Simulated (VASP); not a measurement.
# Ni (Fmmm) in VASP: single point with LDA

Aim: the single point of Ni with LDA.

Everything below comes from runs of VASP 6.6.1. Logs are shortened: lines on timing, memory, paths and dates and some standing lists are left out, and cuts for length are marked.

## (1) The cell of the first run

Symmetry: Fmmm, No. 69, orthorhombic system. Conventional cell: a = 2.767 Å, b = 3.901 Å, c = 3.927 Å, α = 90.00°, β = 90.00°, γ = 90.00°. Within 3.2 Å of Ni (site symmetry mmm) lie 14 Ni at 2.39 to 2.77 Å.

This isn't the form of Ni at room conditions, which is fcc.

## (2) Single point, LDA, collinear spin, ferromagnetic start

Input file INCAR:

```
SYSTEM = Ni
ALGO = Normal
EDIFF = 1E-6
ENCUT = 690
GGA = CA
GGA_COMPAT = .FALSE.
ISIF = 2
ISMEAR = -1
ISPIN = 2
LASPH = .TRUE.
LCHARG = .FALSE.
LMAXMIX = 4
LORBIT = 11
LREAL = .FALSE.
LWAVE = .FALSE.
MAGMOM = 1
NBANDS = 19
NELM = 200
PREC = Accurate
SIGMA = 0.05
```

Input file KPOINTS:

```
k-points
0
G
  17 17 17
  0 0 0
```

Input file POSCAR:

```
Ni
1.0
   -1.3883273833      1.3883273833      1.3837150000
    1.3883273833     -1.3883273833      1.3837150000
    1.3791026167      1.3791026167     -1.3837150000
Ni
1
Direct
    0.0000000000      0.0000000000      0.0000000000
```

Potentials or basis: VASP PAW LDA potentials, release 64 (Ni_sv_GW).

On the command line:

```bash
$ cat potpaw_LDA.64/Ni_sv_GW/POTCAR > POTCAR
$ mpirun -np 1 vasp_std > vasp.out
```

OUTCAR:

```text
SYSTEM = Ni
   EDIFF = 1E-6
   ENCUT = 690
   GGA = CA
   ISIF = 2
   ISMEAR = -1
   ISPIN = 2
   LASPH = .TRUE.
   LORBIT = 11
   LREAL = .FALSE.
   NELM = 200
   PREC = Accurate

 ion  position               nearest neighbor table
   1  0.000  0.000  0.000-

  LATTYP: Found a face centered orthorhombic cell.
 ALAT       =     2.7674300000
 B/A-ratio  =     1.4094995172
 C/A-ratio  =     1.4189276075

  Lattice vectors:

 A1 = (  -0.0092247666,   2.7674300000,   0.0000000000)
 A2 = (  -1.3883273833,   1.3883273833,   1.3837150000)
 A3 = (   1.3791026167,   1.3791026167,   1.3837150000)

Analysis of symmetry for initial positions (statically):
=====================================================================
 Subroutine PRICEL returns:
 Original cell was already a primitive cell.

 Routine SETGRP: Setting up the symmetry group for a
 face centered orthorhombic supercell.

 Subroutine GETGRP returns: Found  8 space group operations
 (whereof  8 operations were pure point group operations)
 out of a pool of  8 trial point group operations.

The static configuration has the point symmetry D_2h.

Analysis of symmetry for dynamics (positions and initial velocities):
=====================================================================
 Subroutine PRICEL returns:
 Original cell was already a primitive cell.

 Routine SETGRP: Setting up the symmetry group for a
 face centered orthorhombic supercell.

 Subroutine GETGRP returns: Found  8 space group operations
 (whereof  8 operations were pure point group operations)
 out of a pool of  8 trial point group operations.

The dynamic configuration has the point symmetry D_2h.

Analysis of structural, dynamic, and magnetic symmetry:
=====================================================================
 Subroutine PRICEL returns:
 Original cell was already a primitive cell.

 Routine SETGRP: Setting up the symmetry group for a
 face centered orthorhombic supercell.

 Subroutine GETGRP returns: Found  8 space group operations
 (whereof  8 operations were pure point group operations)
 out of a pool of  8 trial point group operations.

The overall configuration has the point symmetry D_2h.

 Subroutine INISYM returns: Found  8 space group operations
 (whereof  8 operations are pure point group operations),
 and found     1 'primitive' translations

----------------------------------------------------------------------------------------

                                     Primitive cell

  volume of cell :      10.5973

  direct lattice vectors                    reciprocal lattice vectors
    -1.388327383  1.388327383  1.383715000     0.001204500  0.361350101  0.361346086
     1.388327383 -1.388327383  1.383715000     0.361350101  0.001204500  0.361346086
     1.379102617  1.379102617 -1.383715000     0.362554602  0.362554602  0.000000000

  length of vectors
     2.401993557  2.401993557  2.391341727     0.511024795  0.511024795  0.512729635

  position of ions in fractional coordinates (direct lattice)
     0.000000000  0.000000000  0.000000000

  ion indices of the primitive-cell ions
   primitive index   ion index
                 1           1

----------------------------------------------------------------------------------------

 KPOINTS: k-points

Automatic generation of k-mesh.
 Grid dimensions read from file:
 generate k-points for:   17   17   17

 Generating k-lattice:

  Cartesian coordinates                     Fractional coordinates (reciprocal lattice)
     0.000070853  0.021255888  0.021255652     0.058823529  0.000000000  0.000000000
     0.021255888  0.000070853  0.021255652     0.000000000  0.058823529  0.000000000
     0.021326741  0.021326741  0.000000000     0.000000000  0.000000000  0.058823529

  Length of vectors
     0.030060282  0.030060282  0.030160567

  Shift w.r.t. Gamma in fractional coordinates (k-lattice)
     0.000000000  0.000000000  0.000000000

 Subroutine IBZKPT returns following result:
 ===========================================

 Found    729 irreducible k-points:

 Following reciprocal coordinates:
            Coordinates               Weight
  0.000000  0.000000  0.000000      1.000000
  0.058824  0.000000 -0.000000      8.000000
  0.117647 -0.000000  0.000000      8.000000
  0.176471  0.000000 -0.000000      8.000000
  0.235294 -0.000000  0.000000      8.000000
  0.294118  0.000000 -0.000000      8.000000
[... 16 lines left out ...]
 -0.176471  0.058824 -0.000000      8.000000
 -0.117647  0.058824  0.000000      8.000000
 [... further k-points ...]
   k-points           NKPTS =    729   k-points in BZ     NKDIM =    729   number of bands    NBANDS=     19
   number of dos      NEDOS =    301   number of ions     NIONS =      1
   total plane-waves  NPLWV =  11520
   dimension x,y,z NGX =    24 NGY =   24 NGZ =   20
   dimension x,y,z NGXF=    48 NGYF=   48 NGZF=   40
   ions per type =               1
   NGX,Y,Z   is equivalent  to a cutoff of  16.61, 16.61, 13.90 a.u.
   NGXF,Y,Z  is equivalent  to a cutoff of  33.22, 33.22, 27.81 a.u.
 SYSTEM =  Ni
   PREC   = accura    normal or accurate (medium, high low for compatibility)
   ISTART =      0    job   : 0-new  1-cont  2-samecut
   ICHARG =      2    charge: 1-file 2-atom 10-const
   ISPIN  =      2    spin polarized calculation?
   LNONCOLLINEAR =      F non collinear calculations
   LSORBIT =      F    spin-orbit coupling
   LASPH  =      T    aspherical Exc in radial PAW
   ENCUT  =  690.0 eV  50.71 Ry    7.12 a.u.   5.14  5.14  5.12*2*pi/ulx,y,z
   NELM   =    200;   NELMIN=  2; NELMDL= -5     # of ELM steps
   EDIFF  = 0.1E-05   stopping-criterion for ELM
   LREAL  =      F    real-space projection
   EDIFFG = 0.1E-04   stopping-criterion for IOM
   NSW    =      0    number of steps for IOM
   IBRION =     -1    ionic relax: 0-MD 1-quasi-New 2-CG
   NFREE  =      0    steps in history (QN), initial steepest desc. (CG)
   ISIF   =      2    stress and relaxation
   ISYM   =      2    0-nonsym 1-usesym 2-fastsym
   POTIM  = 0.5000    time-step for ionic-motion
   TEBEG  =    0.0;   TEEND  =   0.0 temperature during run
   PSTRESS=    0.0 pullay stress
   NELECT =      18.0000    total number of electrons
   NUPDOWN=      -1.0000    fix difference up-down
   EMIN   =  10.00;   EMAX   =-10.00  energy-range for DOS
   EFERMI =   0.00;   METHOD = LEGACY
   ISMEAR =    -1;   SIGMA  =   0.05  broadening in eV -4-tet -1-fermi 0-gaus
   EFERMI_NEDOS =   21; number of points for ismear=-14 and -15
   IALGO  =     38    algorithm
   IMIX   =      4    mixing-type and parameters
     AMIX     =   0.40;   BMIX     =  1.00
     AMIX_MAG =   1.60;   BMIX_MAG =  1.00
  volume/ion in A,a.u.               =      10.60        71.51
  Fermi-wavevector in a.u.,A,eV,Ry     =   1.953293  3.691188 51.911013  3.815352
  Thomas-Fermi vector in A             =   2.980146
   LORBIT       =     11    0 simple, 1 ext, 2 COOP (PROOUT), +10 PAW based schemes
   GGA     = CA    functional components
   LHFCALC =     F    Hartree Fock is set to
   AEXX    =    0.0000 exact exchange contribution
   IVDW    =     0    specifies the selected vdW correction
   LEPSILON=     F    determine dielectric tensor
   LRPA    =     F    only Hartree local field effects (RPA)
 spin polarized calculation
  energy-cutoff  :      690.00
  volume of cell :       10.60
 maximum number of plane-waves:       451
 NGX is ok and might be reduce to    24
   NGX = 11   NGY = 11   NGZ = 11

 number of electron      17.9999997 magnetization       0.4145031

 Free energy of the ion-electron system (eV)
  ---------------------------------------------------
  ext. energy  EPLUGINS =         0.00000000
  ---------------------------------------------------
  free energy    TOTEN  =        -7.34399738 eV

  energy without entropy =       -7.32830142  energy(sigma->0) =       -7.33614940

 E-fermi :   7.6229     XC(G=0): -14.4891

 val. band max:        7.6215731430   @ k =  -0.3529   0.0000   0.0588
 cond. band min:       7.6237849338   @ k =   0.2941   0.0000   0.0588
 fundamental gap:      0.0022117908
 Fermi energy:         7.6229230473

 spin component 1

 k-point     1 :       0.0000    0.0000    0.0000
  band No.  band energies     occupation
      1     -94.5645      1.00000
      2     -55.4102      1.00000
      3     -55.4097      1.00000
      4     -55.4093      1.00000
      5      -1.4995      1.00000
      6       5.3460      1.00000
[... 11 lines left out ...]
     18      40.5912      0.00000
     19      40.6073      0.00000

 k-point     2 :       0.0588    0.0000   -0.0000
  band No.  band energies     occupation
      1     -94.5630      1.00000
      2     -55.4186      1.00000
      3     -55.4128      1.00000
      4     -55.4096      1.00000
      5      -1.3530      1.00000
      6       5.3299      1.00000
[... 476 lines left out ...]
 k-point    24 :      -0.1176    0.0588    0.0000
  band No.  band energies     occupation
      1     -94.5601      1.00000
      2     -55.4351      1.00000
      3     -55.4159      1.00000
      4     -55.4121      1.00000
      5      -1.0657      1.00000
      6       5.2731      1.00000
[... 11 lines left out ...]
     18      41.0669      0.00000
     19      44.2948      0.00000

 [... further k-points ...]

 spin component 2

 k-point     1 :       0.0000    0.0000    0.0000
  band No.  band energies     occupation
      1     -94.0667      1.00000
      2     -54.9268      1.00000
      3     -54.9260      1.00000
      4     -54.9251      1.00000
      5      -1.4652      1.00000
      6       5.7809      1.00000
[... 11 lines left out ...]
     18      40.7450      0.00000
     19      40.7795      0.00000

 k-point     2 :       0.0588    0.0000   -0.0000
  band No.  band energies     occupation
      1     -94.0652      1.00000
      2     -54.9351      1.00000
      3     -54.9291      1.00000
      4     -54.9258      1.00000
      5      -1.3186      1.00000
      6       5.7639      1.00000
[... 476 lines left out ...]
 k-point    24 :      -0.1176    0.0588    0.0000
  band No.  band energies     occupation
      1     -94.0623      1.00000
      2     -54.9516      1.00000
      3     -54.9323      1.00000
      4     -54.9287      1.00000
      5      -1.0309      1.00000
      6       5.7039      1.00000
[... 11 lines left out ...]
     18      41.1897      0.00000
     19      44.4580      0.00000

 [... further k-points ...]

------------------------ aborting loop because EDIFF is reached ----------------------------------------

  FORCE on cell =-STRESS in cart. coord.  units (eV):
  Direction    XX          YY          ZZ          XY          YZ          ZX
  --------------------------------------------------------------------------------------
  -------------------------------------------------------------------------------------
  Total       -0.7536566     -0.7536566     -0.7536408      0.0666887     -0.0000000      0.0000000
  in kB     -113.9433448   -113.9433448   -113.9409587     10.0824820     -0.0000000      0.0000000
  external PRESSURE =    -113.9425495 kB  Pullay stress =       0.0000000 kB

 VOLUME and BASIS-vectors are now :
 -----------------------------------------------------------------------------
  energy-cutoff  :      690.00
  volume of cell :       10.60
      direct lattice vectors                 reciprocal lattice vectors
    -1.388327383  1.388327383  1.383715000     0.001204500  0.361350101  0.361346086
     1.388327383 -1.388327383  1.383715000     0.361350101  0.001204500  0.361346086
     1.379102617  1.379102617 -1.383715000     0.362554602  0.362554602  0.000000000

 POSITION                                       TOTAL-FORCE (eV/Angst)
 -----------------------------------------------------------------------------------
      0.00000      0.00000      0.00000        -0.000000      0.000000     -0.000000
 -----------------------------------------------------------------------------------
    total drift:                               -0.000000     -0.000000      0.000000

  FREE ENERGIE OF THE ION-ELECTRON SYSTEM (eV)
  ---------------------------------------------------
  free  energy   TOTEN  =        -7.3439973771 eV

  energy  without entropy=       -7.3283014209  energy(sigma->0) =       -7.33614940

 total charge

# of ion       s       p       d       f       tot
--------------------------------------------------
    1        2.242   6.299   7.836   0.005  16.383

 magnetization (x)

# of ion       s       p       d       f       tot
--------------------------------------------------
    1       -0.000  -0.006   0.435   0.000   0.429
```

Wall time 7.4 min (1 thread of AMD EPYC 7R13 (Zen 3), shared host); peak memory 0.43 GiB.

What came out:

- Free energy: -7.3440 eV
- Pressure: -11.4 GPa
- Net moment: 0.41 μB per cell
- Site moments: Ni +0.43 μB
- Valence electrons inside the program's atomic spheres: Ni 16.38

Levels at points of the mesh, in eV from the Fermi level:
Spin up:
```csv
k point,band 5,band 6,band 7,band 8,band 9,band 10,band 11,band 12,band 13,band 14
"(0.00, 0.00, 0.00)",-9.12,-2.28,-2.25,-2.22,-0.78,-0.78,26.46,26.56,26.65,31.54
```
Spin down:
| k point | band 6 | band 7 | band 8 | band 9 | band 10 | band 11 | band 12 | band 13 |
| --- | --- | --- | --- | --- | --- | --- | --- | --- |
| (0.00, 0.00, 0.00) | -1.84 | -1.81 | -1.78 | -0.41 | -0.41 | 26.45 | 26.55 | 26.64 |

Caveat: the cell stands under tension.
